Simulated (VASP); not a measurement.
# Sr4Al8Ge8H (a cell with a defect) in VASP: single point with PBEsol

Aim: the single point of Sr4Al8Ge8H (a cell with a defect) with PBEsol.

Program: VASP 6.6.1. These are calculated values, not measurements. Logs are shortened: lines on timing, memory, paths and dates and some standing lists are left out, and cuts for length are marked.

## 1. The cell of the first run

The cell holds a defect, 21 atoms: a = 8.456 Å, b = 7.323 Å, c = 7.471 Å, α = 90.00°, β = 90.00°, γ = 90.00°.

## 2. Single point, PBEsol

Contents of INCAR:

```
SYSTEM = Sr4Al8Ge8H
ALGO     = Normal         ! electronic algorithm
EDIFF    = 1E-6           ! SCF threshold, eV
ENCUT    = 520            ! plane-wave cutoff, eV
GGA      = PS             ! functional
ISIF     = 2              ! what is computed and relaxed
ISMEAR   = 0              ! smearing method
LASPH    = .True.         ! aspherical terms in the spheres
LCHARG   = .False.        ! write CHGCAR
LREAL    = Auto         
LWAVE    = .False.        ! write WAVECAR
NBANDS   = 104            ! bands
NELM     = 100            ! most SCF steps
PREC     = Accurate       ! precision mode
SIGMA    = 0.1            ! smearing width, eV
```

Contents of KPOINTS:

```
k-points
0
Gamma
  2 2 2
  0 0 0
```

Contents of POSCAR:

```
Sr4Al8Ge8H
1.0
   -4.2279640000     -7.3230480000      0.0000000000
    6.3419450000     -3.6615240000      0.0000000000
    0.0000000000      0.0000000000      7.4707450000
Sr Al Ge H
4 8 8 1
Direct
    0.7464359735      0.5002284669      0.0012461943
    0.4991349482      0.0003170308     -0.0033508037
    0.2482357024      0.4991091240      0.0020682007
   -0.0000167170      0.0018892187      0.0155001944
    0.5041244278      0.6524588170      0.3771360152
    0.4977269042      0.3314346676      0.6224672372
    0.2349296838      0.1553914841      0.3800468360
    0.2511839817      0.8347782631      0.6228724177
    0.0015748700      0.6937292098      0.3813535330
   -0.0013864283      0.3398833057      0.6248198807
    0.7483204854      0.1645905274      0.3781161049
    0.7480347384      0.8361817935      0.6230247452
    0.4991294997      0.6653928024      0.7266966012
    0.4930676196      0.3213364583      0.2749751196
    0.2463980519      0.1672815032      0.7278660964
    0.2640017588      0.8266501731      0.2720649681
   -0.0010250214      0.6730203820      0.7298169058
   -0.0048784959      0.3469676724      0.2793302408
    0.7509535487      0.1683132808      0.7275658586
    0.7416970970      0.8321353505      0.2728247317
    1.0265350551     -0.0095303164      0.3795353743
```

Potentials or basis: VASP PAW PBE potentials, release 64 (Sr_sv, Al, Ge_d, H).

Started as:

```bash
$ cat potpaw_PBE.64/Sr_sv/POTCAR potpaw_PBE.64/Al/POTCAR potpaw_PBE.64/Ge_d/POTCAR potpaw_PBE.64/H/POTCAR > POTCAR
$ mpirun -np 1 vasp_std > vasp.out
```

OUTCAR:

```text
SYSTEM = Sr4Al8Ge8H
   EDIFF = 1E-6
   ENCUT = 520
   GGA = PS
   ISIF = 2
   ISMEAR = 0
   LASPH = .True.
   LREAL = Auto
   NELM = 100
   PREC = Accurate

 ion  position               nearest neighbor table
   1  0.746  0.500  0.001-  18 3.16  20 3.17  13 3.17  19 3.18  17 3.21  14 3.24   5 3.65  10 3.72
                             6 3.74  11 3.74  12 3.75   9 3.84   3 4.21   2 4.22   2 4.22   4 4.23
   2  0.499  0.000  0.997-  16 3.13  14 3.14  20 3.16  13 3.18  19 3.18  15 3.18   8 3.70  12 3.70
                             6 3.70  11 3.74   7 3.81   5 3.82   1 4.22   1 4.22   4 4.22   3 4.22
   3  0.248  0.499  0.002-  16 3.14  15 3.18  18 3.18  14 3.18  17 3.19  13 3.20  10 3.71   5 3.71
                             6 3.74   8 3.75   7 3.78   9 3.80   4 4.20   1 4.21   2 4.22   4 4.24
   4  1.000  0.002  0.016-  21 2.73  20 3.16  18 3.21  16 3.21  17 3.22  15 3.23  19 3.25   9 3.54
                             7 3.55  11 3.65  12 3.82   8 3.82  10 3.83   3 4.20   2 4.22   1 4.23
   5  0.504  0.652  0.377-  16 2.52  20 2.52  14 2.54  13 2.61   6 2.98  12 3.07   8 3.12   1 3.65
                             3 3.71   2 3.82
   6  0.498  0.331  0.622-  15 2.57  13 2.57  19 2.57  14 2.60   5 2.98  11 3.05   7 3.14   2 3.70
                             1 3.74   3 3.74
   7  0.235  0.155  0.380-  16 2.55  18 2.58  15 2.60  14 2.62   8 2.97  10 3.03   6 3.14   4 3.55
                             3 3.78   2 3.81
   8  0.251  0.835  0.623-  13 2.56  15 2.56  17 2.57  16 2.62   9 2.96   7 2.97   5 3.12   2 3.70
                             3 3.75   4 3.82
   9  0.002  0.694  0.381-  20 2.55  16 2.56  17 2.61  18 2.65   8 2.96  12 2.99  10 3.17   4 3.54
                             3 3.80   1 3.84
  10  0.999  0.340  0.625-  19 2.56  17 2.56  15 2.57  18 2.58   7 3.03  11 3.09   9 3.17   3 3.71
                             1 3.72   4 3.83
  11  0.748  0.165  0.378-  20 2.56  14 2.56  18 2.59  19 2.61  12 3.02   6 3.05  10 3.09   4 3.65
                             1 3.74   2 3.74
  12  0.748  0.836  0.623-  19 2.55  17 2.56  13 2.57  20 2.62   9 2.99  11 3.02   5 3.07   2 3.70
                             1 3.75   4 3.82
  13  0.499  0.665  0.727-   8 2.56   6 2.57  12 2.57   5 2.61   1 3.17   2 3.18   3 3.20
  14  0.493  0.321  0.275-   5 2.54  11 2.56   6 2.60   7 2.62   2 3.14   3 3.18   1 3.24
  15  0.246  0.167  0.728-   8 2.56  10 2.57   6 2.57   7 2.60   2 3.18   3 3.18   4 3.23
  16  0.264  0.827  0.272-   5 2.52   7 2.55   9 2.56   8 2.62   2 3.13   3 3.14   4 3.21
  17  0.999  0.673  0.730-  12 2.56  10 2.56   8 2.57   9 2.61   3 3.19   1 3.21   4 3.22
  18  0.995  0.347  0.279-   7 2.58  10 2.58  11 2.59   9 2.65   1 3.16   3 3.18   4 3.21
  19  0.751  0.168  0.728-  12 2.55  10 2.56   6 2.57  11 2.61   2 3.18   1 3.18   4 3.25
  20  0.742  0.832  0.273-   5 2.52   9 2.55  11 2.56  12 2.62   2 3.16   4 3.16   1 3.17
  21  0.027  0.990  0.380-   4 2.73

  LATTYP: Found a simple orthorhombic cell.
 ALAT       =     7.3230474794
 B/A-ratio  =     1.0201688602
 C/A-ratio  =     1.1547006386

  Lattice vectors:

 A1 = (   6.3419450000,  -3.6615240000,   0.0000000000)
 A2 = (   0.0000000000,   0.0000000000,   7.4707450000)
 A3 = (  -4.2279640000,  -7.3230480000,   0.0000000000)

Analysis of symmetry for initial positions (statically):
=====================================================================
 Subroutine PRICEL returns:
 Original cell was already a primitive cell.

 Routine SETGRP: Setting up the symmetry group for a
 simple orthorhombic supercell.

 Subroutine GETGRP returns: Found  1 space group operations
 (whereof  1 operations were pure point group operations)
 out of a pool of  8 trial point group operations.

The static configuration has the point symmetry C_1 .

Analysis of symmetry for dynamics (positions and initial velocities):
=====================================================================
 Subroutine PRICEL returns:
 Original cell was already a primitive cell.

 Routine SETGRP: Setting up the symmetry group for a
 simple orthorhombic supercell.

 Subroutine GETGRP returns: Found  1 space group operations
 (whereof  1 operations were pure point group operations)
 out of a pool of  8 trial point group operations.

The dynamic configuration has the point symmetry C_1 .

 Subroutine INISYM returns: Found  1 space group operations
 (whereof  1 operations are pure point group operations),
 and found     1 'primitive' translations

----------------------------------------------------------------------------------------

                                     Primitive cell

  volume of cell :     462.6121

  direct lattice vectors                    reciprocal lattice vectors
    -4.227964000 -7.323048000  0.000000000    -0.059130123 -0.102416367  0.000000000
     6.341945000 -3.661524000  0.000000000     0.118260245 -0.068277589  0.000000000
     0.000000000  0.000000000  7.470745000     0.000000000  0.000000000  0.133855459

  length of vectors
     8.455927601  7.323047479  7.470745000     0.118260237  0.136555171  0.133855459

  position of ions in fractional coordinates (direct lattice)
     0.746435973  0.500228467  0.001246194
     0.499134948  0.000317031  0.996649196
     0.248235702  0.499109124  0.002068201
     0.999983283  0.001889219  0.015500194
     0.504124428  0.652458817  0.377136015
     0.497726904  0.331434668  0.622467237
[... 13 lines left out ...]
     0.741697097  0.832135351  0.272824732
     0.026535055  0.990469684  0.379535374

  ion indices of the primitive-cell ions
   primitive index   ion index
                 1           1
                 2           2
                 3           3
                 4           4
                 5           5
                 6           6
[... 13 lines left out ...]
                20          20
                21          21

----------------------------------------------------------------------------------------

 KPOINTS: k-points

Automatic generation of k-mesh.
 Grid dimensions read from file:
 generate k-points for:    2    2    2

 Generating k-lattice:

  Cartesian coordinates                     Fractional coordinates (reciprocal lattice)
    -0.029565061 -0.051208183  0.000000000     0.500000000  0.000000000  0.000000000
     0.059130123 -0.034138794  0.000000000     0.000000000  0.500000000  0.000000000
     0.000000000  0.000000000  0.066927729     0.000000000  0.000000000  0.500000000

  Length of vectors
     0.059130118  0.068277585  0.066927729

  Shift w.r.t. Gamma in fractional coordinates (k-lattice)
     0.000000000  0.000000000  0.000000000

 Subroutine IBZKPT returns following result:
 ===========================================

 Found      8 irreducible k-points:

 Following reciprocal coordinates:
            Coordinates               Weight
  0.000000  0.000000  0.000000      1.000000
  0.500000  0.000000  0.000000      1.000000
  0.000000  0.500000  0.000000      1.000000
  0.500000  0.500000  0.000000      1.000000
  0.000000  0.000000  0.500000      1.000000
  0.500000  0.000000  0.500000      1.000000
  0.000000  0.500000  0.500000      1.000000
  0.500000  0.500000  0.500000      1.000000
   k-points           NKPTS =      8   k-points in BZ     NKDIM =      8   number of bands    NBANDS=    104
   number of dos      NEDOS =    301   number of ions     NIONS =     21
   total plane-waves  NPLWV = 193536
   dimension x,y,z NGX =    64 NGY =   54 NGZ =   56
   dimension x,y,z NGXF=   128 NGYF=  108 NGZF=  112
   ions per type =               4   8   8   1
   NGX,Y,Z   is equivalent  to a cutoff of  12.58, 12.26, 12.46 a.u.
   NGXF,Y,Z  is equivalent  to a cutoff of  25.17, 24.52, 24.92 a.u.
 SYSTEM =  Sr4Al8Ge8H
   PREC   = accura    normal or accurate (medium, high low for compatibility)
   ISTART =      0    job   : 0-new  1-cont  2-samecut
   ICHARG =      2    charge: 1-file 2-atom 10-const
   ISPIN  =      1    spin polarized calculation?
   LNONCOLLINEAR =      F non collinear calculations
   LSORBIT =      F    spin-orbit coupling
   LASPH  =      T    aspherical Exc in radial PAW
   ENCUT  =  520.0 eV  38.22 Ry    6.18 a.u.  15.72 13.62 13.89*2*pi/ulx,y,z
   NELM   =    100;   NELMIN=  2; NELMDL= -5     # of ELM steps
   EDIFF  = 0.1E-05   stopping-criterion for ELM
   LREAL  =      T    real-space projection
   EDIFFG = 0.1E-04   stopping-criterion for IOM
   NSW    =      0    number of steps for IOM
   IBRION =     -1    ionic relax: 0-MD 1-quasi-New 2-CG
   NFREE  =      0    steps in history (QN), initial steepest desc. (CG)
   ISIF   =      2    stress and relaxation
   ISYM   =      2    0-nonsym 1-usesym 2-fastsym
   POTIM  = 0.5000    time-step for ionic-motion
   TEBEG  =    0.0;   TEEND  =   0.0 temperature during run
   PSTRESS=    0.0 pullay stress
   NELECT =     177.0000    total number of electrons
   NUPDOWN=      -1.0000    fix difference up-down
   EMIN   =  10.00;   EMAX   =-10.00  energy-range for DOS
   EFERMI =   0.00;   METHOD = LEGACY
   ISMEAR =     0;   SIGMA  =   0.10  broadening in eV -4-tet -1-fermi 0-gaus
   EFERMI_NEDOS =   21; number of points for ismear=-14 and -15
   IALGO  =     38    algorithm
   IMIX   =      4    mixing-type and parameters
     AMIX     =   0.40;   BMIX     =  1.00
     AMIX_MAG =   1.60;   BMIX_MAG =  1.00
  volume/ion in A,a.u.               =      22.03       148.66
  Fermi-wavevector in a.u.,A,eV,Ry     =   1.188485  2.245910 19.218172  1.412496
  Thomas-Fermi vector in A             =   2.324613
   LORBIT       =      0    0 simple, 1 ext, 2 COOP (PROOUT), +10 PAW based schemes
   GGA     = PS    functional components
   LHFCALC =     F    Hartree Fock is set to
   AEXX    =    0.0000 exact exchange contribution
   IVDW    =     0    specifies the selected vdW correction
   LEPSILON=     F    determine dielectric tensor
   LRPA    =     F    only Hartree local field effects (RPA)
 non-spin polarized calculation
 Gauss-broadening in eV      SIGMA  =   0.10
  energy-cutoff  :      520.00
  volume of cell :      462.61
 maximum number of plane-waves:     12488
 NGX is ok and might be reduce to    64
   NGX = 31   NGY = 27   NGZ = 27

 number of electron     177.0000038 magnetization

 Free energy of the ion-electron system (eV)
  ---------------------------------------------------
  ext. energy  EPLUGINS =         0.00000000
  ---------------------------------------------------
  free energy    TOTEN  =       -90.01703882 eV

  energy without entropy =      -89.99897966  energy(sigma->0) =      -90.00800924

 E-fermi :   4.7198     XC(G=0):  -9.7639

 val. band max:        4.7197202429   @ k =   0.0000   0.5000   0.0000
 cond. band min:       5.0363543642   @ k =   0.0000   0.0000   0.5000
 fundamental gap:      0.3166341214
 Fermi energy:         4.7197889650

 k-point     1 :       0.0000    0.0000    0.0000
  band No.  band energies     occupation
      1     -30.5147      2.00000
      2     -30.5041      2.00000
      3     -30.4962      2.00000
      4     -30.4719      2.00000
      5     -19.1025      2.00000
      6     -19.1008      2.00000
[... 92 lines left out ...]
     99       7.2840      0.00000
    100       7.3161      0.00000

 k-point     2 :       0.5000    0.0000    0.0000
  band No.  band energies     occupation
      1     -30.5129      2.00000
      2     -30.5061      2.00000
      3     -30.4958      2.00000
      4     -30.4721      2.00000
      5     -19.1025      2.00000
      6     -19.1008      2.00000
[... 710 lines left out ...]
     99       6.8158      0.00000
    100       6.8792      0.00000
 [bands above 100 left out]

------------------------ aborting loop because EDIFF is reached ----------------------------------------

  FORCE on cell =-STRESS in cart. coord.  units (eV):
  Direction    XX          YY          ZZ          XY          YZ          ZX
  --------------------------------------------------------------------------------------
  -------------------------------------------------------------------------------------
  Total       -0.6160442      0.6523944     -6.8937231      2.8300454     -0.3815792      0.2890909
  in kB       -2.1335630      2.2594554    -23.8752208      9.8013742     -1.3215339      1.0012163
  external PRESSURE =      -7.9164428 kB  Pullay stress =       0.0000000 kB

 VOLUME and BASIS-vectors are now :
 -----------------------------------------------------------------------------
  energy-cutoff  :      520.00
  volume of cell :      462.61
      direct lattice vectors                 reciprocal lattice vectors
    -4.227964000 -7.323048000  0.000000000    -0.059130123 -0.102416367  0.000000000
     6.341945000 -3.661524000  0.000000000     0.118260245 -0.068277589  0.000000000
     0.000000000  0.000000000  7.470745000     0.000000000  0.000000000  0.133855459

 POSITION                                       TOTAL-FORCE (eV/Angst)
 -----------------------------------------------------------------------------------
      0.01652     -7.29778      0.00931        -0.004427     -0.009293      0.012531
     -2.10831     -3.65635      7.44571        -0.000214      0.001922     -0.001246
      2.11579     -3.64534      0.01545         0.003334      0.006216      0.006704
     -4.21591     -7.32984      0.11580         0.002451     -0.003002      0.043718
      2.00644     -6.08072      2.81749        -0.011411      0.006026      0.020272
     -0.00243     -4.85843      4.65029        -0.009778      0.009313      0.014376
[... 13 lines left out ...]
      2.14149     -8.47837      2.03820         0.009787      0.011331      0.024464
      6.16931     -3.82095      2.83541         0.005068      0.062044     -0.243659
 -----------------------------------------------------------------------------------
    total drift:                               -0.004242     -0.003263     -0.003690

  FREE ENERGIE OF THE ION-ELECTRON SYSTEM (eV)
  ---------------------------------------------------
  free  energy   TOTEN  =       -90.0170388222 eV

  energy  without entropy=      -89.9989796573  energy(sigma->0) =      -90.00800924
```

It took 18 min on 1 thread of Intel Xeon 8259CL, shared host; peak memory 0.61 GiB.

Results:

```yaml
Free_energy: -90.0170 eV
Pressure: -0.8 GPa
Largest_force: 0.251 eV/Å
Band_gap_on_the_k_mesh: zero (an odd number of electrons rules out a gap without spin polarisation)
```

Forces on the atoms (eV/Å):
```
Sr  -0.004 -0.009  0.013
Sr   0.000  0.002 -0.001
Sr   0.003  0.006  0.007
Sr   0.002 -0.003  0.044
Al  -0.011  0.006  0.020
Al  -0.010  0.009  0.014
Al   0.004 -0.029 -0.003
Al  -0.023 -0.015  0.019
Al   0.010 -0.003  0.009
Al   0.015 -0.008  0.019
Al  -0.009 -0.005  0.018
Al   0.002 -0.005  0.013
Ge  -0.022 -0.001  0.008
Ge  -0.001 -0.007  0.010
Ge   0.004  0.017 -0.017
Ge   0.010 -0.003  0.031
Ge   0.007 -0.011 -0.005
Ge   0.006 -0.011  0.026
Ge   0.003 -0.003 -0.006
Ge   0.010  0.011  0.024
H    0.005  0.062 -0.244
```

Caveat: the k points lie up to 0.43 Å⁻¹ apart, too coarse for converged energies and pressures of a metal; the PAW data sets were made with another functional, which shifts forces and pressure a little; an odd number of electrons without spin polarisation forces a metal; a magnetic or distorted state may lie lower.

The gap in the log of VASP goes by the Fermi energy; the results here count the filled bands.